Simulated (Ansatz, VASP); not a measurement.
**One calculation of HfO2, two programs**

```xyz
6
Lattice="3.3980 0.0000 0.0000 0.0000 3.3980 0.0000 0.0000 0.0000 5.4628" Properties=species:S:1:pos:R:3 pbc="T T T"
Hf    1.6990    1.6990    2.7314
Hf    0.0000    0.0000    0.0000
O     0.0000    1.6990    3.8030
O     1.6990    0.0000    4.3912
O     1.6990    0.0000    1.6598
O     0.0000    1.6990    1.0716
```

Change from the starting cell: strain -0.050 along x and y, +0.050 along z, atoms carried along.

Alike in both runs: task single point; functional r2SCAN; k mesh 6 × 6 × 6; occupations gaussian, width 0.05 eV; no spin polarisation.

```csv
,VASP,Ansatz
version,VASP 6.6.1,Ansatz 0.2.0
potentials or method,"VASP PAW PBE potentials, release 64 (Hf_pv, O), cutoff 520 eV","scalar-relativistic, plane waves, PAW"
valence electrons in the cell,44,76
```

|  | VASP | Ansatz | Ansatz less VASP |
| --- | --- | --- | --- |
| gap on the k mesh at the Fermi level (eV) | 5.15 | 5.12 | -0.025 |
| least direct gap on the mesh (eV) | 5.19 | 5.21 | +0.019 |
| pressure (GPa) | 14.7 | 18.4 | +3.75 |
| traceless stress, the component that is largest in VASP (GPa) | -26.08 | -25.65 | +0.430 |
| rms of the force components (eV/Å) | 0.110 | 0.077 | -0.0330 |

VASP's potentials were made for PBE, not for r2SCAN. Atom by atom the forces differ by 0.033 eV/Å (rms over components). The functional is the same, so the differences come from potentials, cutoffs and numerics. VASP's potentials hold 44 valence electrons a cell and Ansatz's 76, so a difference there can come from the potentials and not from the codes.

Neither program's run includes spin-orbit coupling.
